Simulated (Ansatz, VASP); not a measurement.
Two plane-wave programs on SiC

```
Si C
1.0
     3.07897    0.00000    0.00000
    -1.53948    2.66646    0.00000
     0.00000    0.00000   15.10684
Si C
6 6
Direct
  0.00000 0.00000 0.12503
  0.00000 0.00000 0.62503
  0.33333 0.66667 0.29182
  0.66667 0.33333 0.79182
  0.33333 0.66667 0.95831
  0.66667 0.33333 0.45831
  0.00000 0.00000 0.99969
  0.00000 0.00000 0.49969
  0.33333 0.66667 0.16683
  0.66667 0.33333 0.66683
  0.33333 0.66667 0.83332
  0.66667 0.33333 0.33332
```

Alike in both runs: functional PBEsol; k mesh 12 × 12 × 2; occupations gaussian, width 0.02 eV; no spin polarisation.

Ansatz relaxed the structure, and its values are those at the end. VASP's run is a single point on that final structure, the one shown.

|  | VASP | Ansatz |
| --- | --- | --- |
| version | VASP 6.6.1 | Ansatz 0.2.0 |
| potentials or method | VASP PAW PBE potentials, release 64 (Si, C), cutoff 520 eV | scalar-relativistic, plane waves, PAW |
| valence electrons in the cell | 48 | 48 |

Ansatz gave:

| Item | Value |
| --- | --- |
| gap on the k mesh at the Fermi level (eV) | 1.92 |
| least direct gap on the mesh (eV) | 3.03 |
| pressure (GPa) | 0.0 |

Task: Which values does VASP return?

Result: gap on the k mesh at the Fermi level (eV): 1.91; least direct gap on the mesh (eV): 3.02; pressure (GPa): 0.3.

VASP's potentials were made for PBE, not for PBEsol.
